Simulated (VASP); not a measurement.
# CuI (F-43m) in VASP: a series of runs

Aim: see how the results for CuI move with the level of theory and the settings. Levels: LDA, PBE. Tasks: single point.

All numbers are computed with VASP 6.6.1; they aren't measurements. Logs are shortened: lines on timing, memory, paths and dates and some standing lists are left out, and cuts for length are marked.

### Step 1. The cell of the first run

The structure is cubic, space group F-43m (No. 216). The conventional cell has a = 5.981 Å, b = 5.981 Å, c = 5.981 Å, α = 90.00°, β = 90.00°, γ = 90.00°. Cu (site symmetry -43m) has 4 I at 2.59 Å within 3.4 Å. Within 3.4 Å of I (site symmetry -43m) lie 4 Cu at 2.59 Å.

### Step 2. Single point, LDA (functional lda, volume scaled by 0.96)

Contents of INCAR:

```
  ALGO = Normal
  EDIFF = 1E-6
  ENCUT = 520
  GGA = CA
  ISIF = 2
  ISMEAR = -1
  LASPH = T
  LCHARG = F
  LREAL = F
  LWAVE = F
  NBANDS = 16
  NELM = 80
  PREC = Accurate
  SIGMA = 0.03
```

Contents of KPOINTS:

```
k-points
0
Gamma
  9 9 9
```

Contents of POSCAR:

```
CuI
1.0
    0.0000000000      2.9905287613      2.9905287613
    2.9905287613      0.0000000000      2.9905287613
    2.9905287613      2.9905287613      0.0000000000
Cu I
1 1
Direct
    0.7500000000      0.7500000000      0.7500000000
    0.0000000000      0.0000000000      0.0000000000
```

Potentials or basis: VASP PAW LDA potentials, release 64 (Cu, I).

Launch:

```console
$ cat potpaw_LDA.64/Cu/POTCAR potpaw_LDA.64/I/POTCAR > POTCAR
$ mpirun -np 1 vasp_std > vasp.out
```

OUTCAR:

```text
EDIFF = 1E-6
   ENCUT = 520
   GGA = CA
   ISIF = 2
   ISMEAR = -1
   LASPH = T
   LREAL = F
   NELM = 80
   PREC = Accurate

 ion  position               nearest neighbor table
   1  0.750  0.750  0.750-   2 2.59   2 2.59   2 2.59   2 2.59
   2  0.000  0.000  0.000-   1 2.59   1 2.59   1 2.59   1 2.59

  LATTYP: Found a face centered cubic cell.
 ALAT       =     5.9810575226

  Lattice vectors:

 A1 = (   0.0000000000,   2.9905287613,   2.9905287613)
 A2 = (   2.9905287613,   0.0000000000,   2.9905287613)
 A3 = (   2.9905287613,   2.9905287613,   0.0000000000)

Analysis of symmetry for initial positions (statically):
=====================================================================
 Subroutine PRICEL returns:
 Original cell was already a primitive cell.

 Routine SETGRP: Setting up the symmetry group for a
 face centered cubic supercell.

 Subroutine GETGRP returns: Found 24 space group operations
 (whereof 24 operations were pure point group operations)
 out of a pool of 48 trial point group operations.

The static configuration has the point symmetry T_d .

Analysis of symmetry for dynamics (positions and initial velocities):
=====================================================================
 Subroutine PRICEL returns:
 Original cell was already a primitive cell.

 Routine SETGRP: Setting up the symmetry group for a
 face centered cubic supercell.

 Subroutine GETGRP returns: Found 24 space group operations
 (whereof 24 operations were pure point group operations)
 out of a pool of 48 trial point group operations.

The dynamic configuration has the point symmetry T_d .

 Subroutine INISYM returns: Found 24 space group operations
 (whereof 24 operations are pure point group operations),
 and found     1 'primitive' translations

----------------------------------------------------------------------------------------

                                     Primitive cell

  volume of cell :      53.4902

  direct lattice vectors                    reciprocal lattice vectors
     0.000000000  2.990528761  2.990528761    -0.167194513  0.167194513  0.167194513
     2.990528761  0.000000000  2.990528761     0.167194513 -0.167194513  0.167194513
     2.990528761  2.990528761  0.000000000     0.167194513  0.167194513 -0.167194513

  length of vectors
     4.229246333  4.229246333  4.229246333     0.289589391  0.289589391  0.289589391

  position of ions in fractional coordinates (direct lattice)
     0.750000000  0.750000000  0.750000000
     0.000000000  0.000000000  0.000000000

  ion indices of the primitive-cell ions
   primitive index   ion index
                 1           1
                 2           2

----------------------------------------------------------------------------------------

 KPOINTS: k-points

Automatic generation of k-mesh.
 Grid dimensions read from file:
 generate k-points for:    9    9    9

 Generating k-lattice:

  Cartesian coordinates                     Fractional coordinates (reciprocal lattice)
    -0.018577168  0.018577168  0.018577168     0.111111111  0.000000000  0.000000000
     0.018577168 -0.018577168  0.018577168     0.000000000  0.111111111  0.000000000
     0.018577168  0.018577168 -0.018577168     0.000000000  0.000000000  0.111111111

  Length of vectors
     0.032176599  0.032176599  0.032176599

  Shift w.r.t. Gamma in fractional coordinates (k-lattice)
     0.000000000  0.000000000  0.000000000

 Subroutine IBZKPT returns following result:
 ===========================================

 Found     35 irreducible k-points:

 Following reciprocal coordinates:
            Coordinates               Weight
  0.000000  0.000000  0.000000      1.000000
  0.111111  0.000000  0.000000      8.000000
  0.222222  0.000000  0.000000      8.000000
  0.333333  0.000000  0.000000      8.000000
  0.444444  0.000000  0.000000      8.000000
  0.111111  0.111111  0.000000      6.000000
[... 16 lines left out ...]
 -0.333333  0.333333  0.000000     12.000000
  0.444444  0.444444  0.000000      6.000000
 [... further k-points ...]
   k-points           NKPTS =     35   k-points in BZ     NKDIM =     35   number of bands    NBANDS=     16
   number of dos      NEDOS =    301   number of ions     NIONS =      2
   total plane-waves  NPLWV =  32768
   dimension x,y,z NGX =    32 NGY =   32 NGZ =   32
   dimension x,y,z NGXF=    64 NGYF=   64 NGZF=   64
   ions per type =               1   1
   NGX,Y,Z   is equivalent  to a cutoff of  12.58, 12.58, 12.58 a.u.
   NGXF,Y,Z  is equivalent  to a cutoff of  25.16, 25.16, 25.16 a.u.
 SYSTEM =  unknown system
   PREC   = accura    normal or accurate (medium, high low for compatibility)
   ISTART =      0    job   : 0-new  1-cont  2-samecut
   ICHARG =      2    charge: 1-file 2-atom 10-const
   ISPIN  =      1    spin polarized calculation?
   LNONCOLLINEAR =      F non collinear calculations
   LSORBIT =      F    spin-orbit coupling
   LASPH  =      T    aspherical Exc in radial PAW
   ENCUT  =  520.0 eV  38.22 Ry    6.18 a.u.   7.86  7.86  7.86*2*pi/ulx,y,z
   NELM   =     80;   NELMIN=  2; NELMDL= -5     # of ELM steps
   EDIFF  = 0.1E-05   stopping-criterion for ELM
   LREAL  =      F    real-space projection
   EDIFFG = 0.1E-04   stopping-criterion for IOM
   NSW    =      0    number of steps for IOM
   IBRION =     -1    ionic relax: 0-MD 1-quasi-New 2-CG
   NFREE  =      0    steps in history (QN), initial steepest desc. (CG)
   ISIF   =      2    stress and relaxation
   ISYM   =      2    0-nonsym 1-usesym 2-fastsym
   POTIM  = 0.5000    time-step for ionic-motion
   TEBEG  =    0.0;   TEEND  =   0.0 temperature during run
   PSTRESS=    0.0 pullay stress
   NELECT =      18.0000    total number of electrons
   NUPDOWN=      -1.0000    fix difference up-down
   EMIN   =  10.00;   EMAX   =-10.00  energy-range for DOS
   EFERMI =   0.00;   METHOD = LEGACY
   ISMEAR =    -1;   SIGMA  =   0.03  broadening in eV -4-tet -1-fermi 0-gaus
   EFERMI_NEDOS =   21; number of points for ismear=-14 and -15
   IALGO  =     38    algorithm
   IMIX   =      4    mixing-type and parameters
     AMIX     =   0.40;   BMIX     =  1.00
     AMIX_MAG =   1.60;   BMIX_MAG =  1.00
  volume/ion in A,a.u.               =      26.75       180.48
  Fermi-wavevector in a.u.,A,eV,Ry     =   1.138696  2.151823 17.641694  1.296628
  Thomas-Fermi vector in A             =   2.275400
   LORBIT       =      0    0 simple, 1 ext, 2 COOP (PROOUT), +10 PAW based schemes
   GGA     = CA    functional components
   LHFCALC =     F    Hartree Fock is set to
   AEXX    =    0.0000 exact exchange contribution
   IVDW    =     0    specifies the selected vdW correction
   LEPSILON=     F    determine dielectric tensor
   LRPA    =     F    only Hartree local field effects (RPA)
 non-spin polarized calculation
  energy-cutoff  :      520.00
  volume of cell :       53.49
 maximum number of plane-waves:      1459
   NGX = 15   NGY = 15   NGZ = 15

 number of electron      18.0000007 magnetization

 Free energy of the ion-electron system (eV)
  ---------------------------------------------------
  ext. energy  EPLUGINS =         0.00000000
  ---------------------------------------------------
  free energy    TOTEN  =        -6.96868909 eV

  energy without entropy =       -6.96868909  energy(sigma->0) =       -6.96868909

 E-fermi :   5.2114     XC(G=0):  -9.4916

 val. band max:        4.6234645859   @ k =   0.0000   0.0000   0.0000
 cond. band min:       5.7308462652   @ k =   0.0000   0.0000   0.0000
 fundamental gap:      1.1073816794
 Fermi energy:         5.2114432726

 k-point     1 :       0.0000    0.0000    0.0000
  band No.  band energies     occupation
      1      -9.5815      2.00000
      2       0.8029      2.00000
      3       0.8029      2.00000
      4       0.8029      2.00000
      5       2.5292      2.00000
      6       2.5292      2.00000
[... 8 lines left out ...]
     15      14.3714      0.00000
     16      14.3714      0.00000

 k-point     2 :       0.1111    0.0000    0.0000
  band No.  band energies     occupation
      1      -9.5179      2.00000
      2       0.5690      2.00000
      3       0.8101      2.00000
      4       0.8101      2.00000
      5       2.5235      2.00000
      6       2.5235      2.00000
[... 8 lines left out ...]
     15      13.6965      0.00000
     16      13.6965      0.00000

 k-point     3 :       0.2222    0.0000    0.0000
  band No.  band energies     occupation
      1      -9.3481      2.00000
      2      -0.0272      2.00000
      3       0.8259      2.00000
      4       0.8259      2.00000
      5       2.5176      2.00000
      6       2.5176      2.00000
[... 8 lines left out ...]
     15      13.3418      0.00000
     16      13.5142      0.00000

 k-point     4 :       0.3333    0.0000    0.0000
  band No.  band energies     occupation
      1      -9.1373      2.00000
      2      -0.6991      2.00000
      3       0.8391      2.00000
      4       0.8391      2.00000
      5       2.5299      2.00000
      6       2.5299      2.00000
[... 8 lines left out ...]
     15      13.9231      0.00000
     16      13.9231      0.00000

 k-point     5 :       0.4444    0.0000    0.0000
  band No.  band energies     occupation
      1      -8.9871      2.00000
      2      -1.1326      2.00000
      3       0.8447      2.00000
      4       0.8447      2.00000
      5       2.5531      2.00000
      6       2.5531      2.00000
[... 8 lines left out ...]
     15      15.2043      0.00000
     16      15.2043      0.00000

 k-point     6 :       0.1111    0.1111    0.0000
  band No.  band energies     occupation
      1      -9.4967      2.00000
      2       0.5362      2.00000
      3       0.7945      2.00000
      4       0.7945      2.00000
      5       2.5017      2.00000
      6       2.5396      2.00000
[... 8 lines left out ...]
     15      13.7121      0.00000
     16      14.4967      0.00000
[... 267 lines left out ...]
 k-point    21 :       0.4444    0.3333    0.0000
  band No.  band energies     occupation
      1      -8.8596      2.00000
      2      -0.9280      2.00000
      3       0.6080      2.00000
      4       0.7639      2.00000
      5       2.4228      2.00000
      6       2.5994      2.00000
[... 8 lines left out ...]
     15      16.0764      0.00000
     16      17.3105      0.00000

 k-point    22 :      -0.4444    0.3333    0.0000
  band No.  band energies     occupation
      1      -8.7867      2.00000
      2      -0.8962      2.00000
      3       0.2007      2.00000
      4       0.7906      2.00000
      5       2.4124      2.00000
      6       2.5685      2.00000
[... 8 lines left out ...]
     15      15.2830      0.00000
     16      17.5558      0.00000

 k-point    23 :      -0.3333    0.3333    0.0000
  band No.  band energies     occupation
      1      -8.8078      2.00000
      2      -0.6906      2.00000
      3      -0.1239      2.00000
      4       0.8272      2.00000
      5       2.3991      2.00000
      6       2.5261      2.00000
[... 8 lines left out ...]
     15      14.0170      0.00000
     16      17.9823      0.00000

 k-point    24 :       0.4444    0.4444    0.0000
  band No.  band energies     occupation
      1      -8.7851      2.00000
      2      -1.1168      2.00000
      3       0.7507      2.00000
      4       0.7507      2.00000
      5       2.4466      2.00000
      6       2.6164      2.00000
[... 8 lines left out ...]
     15      16.0312      0.00000
     16      17.2810      0.00000

 [... further k-points ...]
[... 5 lines left out ...]
  --------------------------------------------------------------------------------------
  -------------------------------------------------------------------------------------
  Total       -0.9401424     -0.9401424     -0.9401424      0.0000000      0.0000000      0.0000000
  in kB      -28.1598451    -28.1598451    -28.1598451      0.0000000      0.0000000      0.0000000
  external PRESSURE =     -28.1598451 kB  Pullay stress =       0.0000000 kB

 VOLUME and BASIS-vectors are now :
 -----------------------------------------------------------------------------
  energy-cutoff  :      520.00
  volume of cell :       53.49
      direct lattice vectors                 reciprocal lattice vectors
     0.000000000  2.990528761  2.990528761    -0.167194513  0.167194513  0.167194513
     2.990528761  0.000000000  2.990528761     0.167194513 -0.167194513  0.167194513
     2.990528761  2.990528761  0.000000000     0.167194513  0.167194513 -0.167194513

 POSITION                                       TOTAL-FORCE (eV/Angst)
 -----------------------------------------------------------------------------------
      4.48579      4.48579      4.48579         0.000000      0.000000      0.000000
      0.00000      0.00000      0.00000        -0.000000     -0.000000     -0.000000
 -----------------------------------------------------------------------------------
    total drift:                                0.000000      0.000000      0.000000

  FREE ENERGIE OF THE ION-ELECTRON SYSTEM (eV)
  ---------------------------------------------------
  free  energy   TOTEN  =        -6.9686890865 eV

  energy  without entropy=       -6.9686890864  energy(sigma->0) =       -6.96868909
```

Run time: 62 s. Hardware: 1 thread of AMD EPYC 7R13, shared host; peak memory 0.14 GiB.

What came out:

```yaml
Free_energy: -6.9687 eV
Pressure: -2.8 GPa
Band_gap_on_the_k_mesh: 1.11 eV, direct
```

Levels at points of the mesh, in eV from the valence-band top:
| k point | band 5 | band 6 | band 7 | band 8 | band 9 | band 10 | band 11 | band 12 | band 13 | band 14 |
| --- | --- | --- | --- | --- | --- | --- | --- | --- | --- | --- |
| (0.00, 0.00, 0.00) | -2.09 | -2.09 | 0.00 | 0.00 | 0.00 | 1.11 | 4.82 | 4.82 | 4.82 | 8.04 |

Caveat: spin-orbit coupling is left out, which moves the levels of the heavy elements.

(Continued in part 2 of 2.)
